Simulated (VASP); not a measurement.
A run of VASP 6.6.1 is set up as follows.

POSCAR

```
Al
1.0
   -1.5673504096      1.5673504096      1.5673504096
    1.5673504096     -1.5673504096      1.5673504096
    1.5673504096      1.5673504096     -1.5673504096
Al
1
Direct
    0.0000000000      0.0000000000      0.0000000000
```

File INCAR.step1:

```
PREC = Accurate ; ENCUT = 520
ISMEAR = 0 ; SIGMA = 0.15
LREAL = F ; LASPH = T
NELM = 100 ; NBANDS = 8
GGA = PE ; ALGO = Normal
EDIFF = 1E-4 ; LWAVE = T
LCHARG = F
```

Contents of INCAR.step2:

```
PREC = Accurate ; ENCUT = 520
EDIFF = 1E-7 ; ISMEAR = 0
SIGMA = 0.15 ; LREAL = F
LASPH = T ; NELM = 100
ALGO = Normal ; ISIF = 2
LWAVE = F ; LCHARG = T
METAGGA = R2SCAN ; LMIXTAU = T
LELF = T ; LVHAR = T
NBANDS = 8 ; ISTART = 1
```

The input KPOINTS:

```
regular mesh
0
Gamma
  20 20 20
```

Potentials or basis: VASP PAW PBE potentials, release 64 (Al).

Launch:

```sh
$ cat potpaw_PBE.64/Al/POTCAR > POTCAR
$ cp INCAR.step1 INCAR
$ mpirun -np 1 vasp_std > vasp.out
$ cp INCAR.step2 INCAR
$ mpirun -np 1 vasp_std > vasp.out
```

Problem. Predict the pressure.

Solution. 4.3 GPa.

Caveat: the cell differs from its parent crystal (strain -0.015 along x and y, -0.015 along z); the PAW data sets were made with another functional, which shifts forces and pressure a little.
